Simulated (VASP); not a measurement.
Runs of VASP 6.6.1 on GaAs. The structure is that of space group I-4m2 (No. 119), or close to it. The cells are those of the table. 

```csv
cell,gap on the mesh (eV),pressure (GPa)
"a = 3.949, b = 3.949, c = 4.110 Å, angles 58.6, 58.6, 62.7°, 2 atoms",0.20,3.3
"a = 4.071, b = 4.071, c = 3.873 Å, angles 61.6, 61.6, 56.8°, 2 atoms",(c),3.3
"a = 4.248, b = 4.248, c = 3.663 Å, angles 64.5, 64.5, 51.1°, 2 atoms",none,3.2
"a = 3.895, b = 3.895, c = 4.343 Å, angles 56.1, 56.1, 67.8°, 2 atoms",none,2.3
"a = 3.886, b = 3.886, c = 4.488 Å, angles 54.7, 54.7, 70.5°, 2 atoms",none,0.9
"a = 3.917, b = 3.917, c = 4.220 Å, angles 57.4, 57.4, 65.2°, 2 atoms",0.11,(a)
"a = 4.362, b = 4.362, c = 3.562 Å, angles 65.9, 65.9, 48.2°, 2 atoms",none,2.9
"a = 3.972, b = 3.972, c = 4.053 Å, angles 59.3, 59.3, 61.3°, 2 atoms",(b),3.4
```

Alike in all rows: task single point; level PBE; potentials or basis VASP PAW PBE potentials, release 64 (Ga_d, As); no spin polarisation; k mesh 8 × 8 × 8; cutoff (eV) 520; smearing gaussian 0.05 eV.

Problem. Fill in the values left out.

Solution. (a) 3.0; (b) 0.36; (c) 0.23.

A k mesh can miss the band edges, and the runs leave out spin-orbit coupling on As, Ga.

A gap of «none» marks levels without a gap at the run's occupations.
